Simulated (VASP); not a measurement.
Crystal: RbCl.

```
CELL_PARAMETERS angstrom
0.00000 3.30573 3.30573
3.30573 0.00000 3.30573
3.30573 3.30573 0.00000
ATOMIC_POSITIONS crystal
Rb 0.00000 0.00000 0.00000
Cl 0.50000 0.50000 0.50000
```

Base run:

```yaml
Program: VASP 6.6.1
Functional: r2SCAN
Potentials_or_basis: VASP PAW PBE potentials, release 64 (Rb_sv, Cl)
Cutoff: 550 eV
k_mesh: 6 × 6 × 6
Occupations: gaussian, width 0.01 eV
Spin: no spin polarisation
```

Its results: band gap on the k mesh 5.56 eV; pressure 0.0 GPa.

Problem. The run is repeated on the same cell with these changes: functional from r2SCAN to PBE; cutoff from 550 eV to 500 eV. What comes out?

Solution. Band gap on the k mesh 4.95 eV; pressure 0.6 GPa.

Caveats: the PAW data sets were made with another functional, which shifts forces and pressure a little (at least some runs).

